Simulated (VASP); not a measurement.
# HfN (F-43m) in VASP: further runs, part 2 of 2

VASP 6.6.1. The steps go on from the part before.

## Step 3: Density of states, PBEsol+U

File POSCAR:

```
HfN
1.0
    0.0000000000      2.4548220000      2.4548220000
    2.4548220000      0.0000000000      2.4548220000
    2.4548220000      2.4548220000      0.0000000000
Hf N
1 1
Direct
    0.0000000000      0.0000000000      0.0000000000
    0.2500000000      0.2500000000      0.2500000000
```

File INCAR.step1:

```
SYSTEM = HfN
PREC = Accurate ; ENCUT = 520
EDIFF = 1E-6 ; ISMEAR = -1
SIGMA = 0.05 ; LREAL = .FALSE.
LASPH = .TRUE. ; NELM = 150
ALGO = Normal ; ISIF = 2
LWAVE = .FALSE. ; LCHARG = .TRUE.
LMAXMIX = 4 ; LDAU = .TRUE.
LDAUTYPE = 2 ; LDAUL = 2 -1
LDAUU = 8 0 ; LDAUJ = 0 0
LDAUPRINT = 1 ; GGA = PS
NBANDS = 14
```

File KPOINTS.step1:

```
Automatic mesh
0
G
  9 9 9
  0 0 0
```

File INCAR.step2:

```
SYSTEM = HfN
PREC = Accurate ; ENCUT = 520
EDIFF = 1E-6 ; ISMEAR = -5
SIGMA = 0.05 ; LREAL = .FALSE.
LASPH = .TRUE. ; NELM = 150
ALGO = Normal ; ISIF = 2
LWAVE = .FALSE. ; LCHARG = .FALSE.
LMAXMIX = 4 ; LDAU = .TRUE.
LDAUTYPE = 2 ; LDAUL = 2 -1
LDAUU = 8 0 ; LDAUJ = 0 0
LDAUPRINT = 1 ; GGA = PS
LORBIT = 11 ; NEDOS = 1001
ICHARG = 11
```

File KPOINTS.step2:

```
Automatic mesh
0
G
  14 14 14
  0 0 0
```

Potentials or basis: VASP PAW PBE potentials, release 64 (Hf_pv, N).

The run is started by

```console
> cat potpaw_PBE.64/Hf_pv/POTCAR potpaw_PBE.64/N/POTCAR > POTCAR
> cp INCAR.step1 INCAR
> cp KPOINTS.step1 KPOINTS
> mpirun -np 1 vasp_std > vasp.out
> cp INCAR.step2 INCAR
> cp KPOINTS.step2 KPOINTS
> mpirun -np 1 vasp_std > vasp.out
```

OUTCAR:

```text
SYSTEM = HfN
   PREC = Accurate
   ENCUT = 520
   EDIFF = 1E-6
   ISMEAR = -5
   LREAL = .FALSE.
   LASPH = .TRUE.
   NELM = 150
   ISIF = 2
   GGA = PS
   LORBIT = 11
   ICHARG = 11

 ion  position               nearest neighbor table
   1  0.000  0.000  0.000-   2 2.13   2 2.13   2 2.13   2 2.13
   2  0.250  0.250  0.250-   1 2.13   1 2.13   1 2.13   1 2.13

  LATTYP: Found a face centered cubic cell.
 ALAT       =     4.9096440000

  Lattice vectors:

 A1 = (   0.0000000000,   2.4548220000,   2.4548220000)
 A2 = (   2.4548220000,   0.0000000000,   2.4548220000)
 A3 = (   2.4548220000,   2.4548220000,   0.0000000000)

Analysis of symmetry for initial positions (statically):
=====================================================================
 Subroutine PRICEL returns:
 Original cell was already a primitive cell.

 Routine SETGRP: Setting up the symmetry group for a
 face centered cubic supercell.

 Subroutine GETGRP returns: Found 24 space group operations
 (whereof 24 operations were pure point group operations)
 out of a pool of 48 trial point group operations.

The static configuration has the point symmetry T_d .

Analysis of symmetry for dynamics (positions and initial velocities):
=====================================================================
 Subroutine PRICEL returns:
 Original cell was already a primitive cell.

 Routine SETGRP: Setting up the symmetry group for a
 face centered cubic supercell.

 Subroutine GETGRP returns: Found 24 space group operations
 (whereof 24 operations were pure point group operations)
 out of a pool of 48 trial point group operations.

The dynamic configuration has the point symmetry T_d .

 Subroutine INISYM returns: Found 24 space group operations
 (whereof 24 operations are pure point group operations),
 and found     1 'primitive' translations

----------------------------------------------------------------------------------------

                                     Primitive cell
[... 166 lines left out ...]
  o =  0.1912  v =  0.0000  0.0218  0.0000 -0.9998  0.0000  0.0000  0.0000  0.0000  0.0000  0.0000      0.0000  0.0000  0.0000  0.0000  0.0000  0.0000  0.0000  0.0000  0.0000  0.0000

 number of electron      15.0000001 magnetization

 Free energy of the ion-electron system (eV)
  ---------------------------------------------------
  ext. energy  EPLUGINS =         0.00000000
  ---------------------------------------------------
  free energy    TOTEN  =       -17.18374259 eV

  energy without entropy =      -17.18374259  energy(sigma->0) =      -17.18374259

 E-fermi :   6.5694     XC(G=0): -11.4315

 val. band max:        6.5527082523   @ k =  -0.2857   0.2857   0.0714
 cond. band min:       6.5764438807   @ k =  -0.1429   0.0714   0.0000
 fundamental gap:      0.0237356284
 Fermi energy:         6.5693917629

 k-point     1 :       0.0000    0.0000    0.0000
  band No.  band energies     occupation
      1     -26.1963      2.00000
      2     -26.1963      2.00000
      3     -26.1963      2.00000
      4     -10.0734      2.00000
      5       1.1987      2.00000
      6       1.1987      2.00000
      7       1.1987      2.00000
      8       5.0088      2.00000
      9      10.2472      0.00000
     10      10.2472      0.00000
     11      13.1988      0.00000
[... 309 lines left out ...]
 k-point    24 :       0.2857    0.1429    0.0000
  band No.  band energies     occupation
      1     -26.4181      2.00000
      2     -26.2528      2.00000
      3     -26.2501      2.00000
      4      -9.2750      2.00000
      5      -0.0049      2.00000
      6       1.5897      2.00000
      7       1.6667      2.00000
      8       7.3584      0.00000
      9       8.4565      0.00000
     10      10.5848      0.00000
     11      12.5303      0.00000

 [... further k-points ...]
[... 5 lines left out ...]
  --------------------------------------------------------------------------------------
  -------------------------------------------------------------------------------------
  Total        3.4091879      3.4091879      3.4091879      0.0000000      0.0000000      0.0000000
  in kB      184.6169189    184.6169189    184.6169189      0.0000000      0.0000000      0.0000000
  external PRESSURE =     184.6169189 kB  Pullay stress =       0.0000000 kB

 VOLUME and BASIS-vectors are now :
 -----------------------------------------------------------------------------
  energy-cutoff  :      520.00
  volume of cell :       29.59
      direct lattice vectors                 reciprocal lattice vectors
     0.000000000  2.454822000  2.454822000    -0.203680756  0.203680756  0.203680756
     2.454822000  0.000000000  2.454822000     0.203680756 -0.203680756  0.203680756
     2.454822000  2.454822000  0.000000000     0.203680756  0.203680756 -0.203680756

 POSITION                                       TOTAL-FORCE (eV/Angst)
 -----------------------------------------------------------------------------------
      0.00000      0.00000      0.00000        -0.000000      0.000000     -0.000000
      1.22741      1.22741      1.22741         0.000000     -0.000000      0.000000
 -----------------------------------------------------------------------------------
    total drift:                               -0.000000     -0.000000     -0.000000

  FREE ENERGIE OF THE ION-ELECTRON SYSTEM (eV)
  ---------------------------------------------------
  free  energy   TOTEN  =       -17.1837425871 eV

  energy  without entropy=      -17.1837425871  energy(sigma->0) =      -17.18374259

 total charge

# of ion       s       p       d       tot
------------------------------------------
    1        0.359   6.677   1.355   8.391
    2        1.254   2.551   0.000   3.805
--------------------------------------------------
tot          1.612   9.229   1.355  12.195
```

OSZICAR.step1:

```text
N       E                     dE             d eps       ncg     rms          rms(c)
DAV:   1     0.459472660109E+02    0.45947E+02   -0.76084E+03   980   0.970E+02
DAV:   2    -0.189210804916E+02   -0.64868E+02   -0.60717E+02  1336   0.233E+02
DAV:   3    -0.215593722778E+02   -0.26383E+01   -0.26284E+01  1178   0.384E+01
DAV:   4    -0.215747841926E+02   -0.15412E-01   -0.15411E-01  1142   0.352E+00
DAV:   5    -0.215749464246E+02   -0.16223E-03   -0.16223E-03  1184   0.313E-01    0.595E+01
DAV:   6    -0.173055695296E+02    0.42694E+01   -0.15925E+01  1082   0.268E+01    0.461E+01
DAV:   7    -0.171964774952E+02    0.10909E+00   -0.83805E-01  1238   0.784E+00    0.303E+01
DAV:   8    -0.172026366288E+02   -0.61591E-02   -0.23033E-01  1262   0.399E+00    0.928E+00
DAV:   9    -0.171819892206E+02    0.20647E-01   -0.55592E-02  1076   0.179E+00    0.270E+00
DAV:  10    -0.171822952136E+02   -0.30599E-03   -0.35960E-03  1244   0.534E-01    0.145E-01
DAV:  11    -0.171823097460E+02   -0.14532E-04   -0.21634E-04  1142   0.131E-01    0.255E-01
DAV:  12    -0.171823049581E+02    0.47879E-05   -0.19556E-05  1232   0.348E-02    0.106E-01
DAV:  13    -0.171823037465E+02    0.12115E-05   -0.25950E-06  1190   0.139E-02    0.121E-02
DAV:  14    -0.171823037248E+02    0.21771E-07   -0.35442E-08   646   0.163E-03
   1 F= -.17182304E+02 E0= -.17179068E+02  d E =-.647152E-02
```

Run time: 68 s. Hardware: 1 thread of Intel Xeon 8259CL, shared host; peak memory 0.18 GiB.

What came out:

- Valence electrons inside the program's atomic spheres: Hf 8.39; N 3.81

Eigenvalues of the final occupation matrices:
```tsv
site	spin	trace	eigenvalues
site 1 d	1	0.70	0.06 0.06 0.19 0.19 0.19
site 1 d	2	0.70	0.06 0.06 0.19 0.19 0.19
```

Caveat: the PAW data sets were made with another functional, which shifts forces and pressure a little; spin-orbit coupling is left out, which moves the levels of the heavy elements; U without spin polarisation on a metal has little footing; tetrahedron occupations give inexact forces and stress in metals.
